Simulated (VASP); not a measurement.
**HoAuF4: single point with PBE**

Crystal: HoAuF4.

```
Ho Au F
1.0
     6.46722    0.00000    0.00000
    -3.23361    5.60078    0.00000
     0.00000    0.00000    3.16476
Ho Au F
1 1 4
Cartesian
  0.0000 0.0000 0.0000
  3.2336 1.8669 0.0000
  0.0000 3.7339 0.0000
  1.9451 4.8568 1.5824
  -1.9451 4.8568 1.5824
  0.0000 1.4879 1.5824
```

The cell was built from a structure type or drawn by symmetry, and may not be a known phase.

| Quantity | Value |
| --- | --- |
| Program | VASP 6.6.1 |
| Task | single point |
| Functional | PBE |
| Potentials or basis | VASP PAW PBE potentials, release 64 (Ho_3, Au, F), 4f in core |
| Cutoff | 600 eV |
| k mesh | 3 × 3 × 3 |
| Occupations | gaussian, width 0.15 eV |
| Spin | no spin polarisation |

```json
{"Pressure": "1.1 GPa", "Largest force": "0.209 eV/Å"}
```

Forces on the atoms (eV/Å):
```
Ho   0.000  0.000  0.000
Au   0.000  0.000  0.000
F    0.000  0.000  0.000
F   -0.181 -0.105  0.000
F    0.181 -0.105  0.000
F    0.000  0.209  0.000
```

Levels at points of the mesh, in eV from the Fermi level:
| k point | band 21 | band 22 | band 23 | band 24 | band 25 | band 26 | band 27 | band 28 |
| --- | --- | --- | --- | --- | --- | --- | --- | --- |
| (0.00, 0.00, 0.00) | -1.01 | -0.92 | -0.16 | -0.16 | 0.02 | 5.47 | 5.47 | 6.21 |

It took 81 s on 1 thread of Intel(R) Xeon(R) Platinum 8259CL CPU @ 2.50GHz (Skylake/Cascade Lake), on a shared host, peak memory 0.28 GiB.

Caveat: the k points lie up to 0.66 Å⁻¹ apart; spin-orbit coupling is left out, which moves the levels of the heavy elements; the 4f electrons are frozen in the core, so they carry no moment and show no levels; the run has no spin polarisation, though such a crystal can be magnetic. Spin polarisation is off, so any magnetic state and its effect on volume and gap are missing.
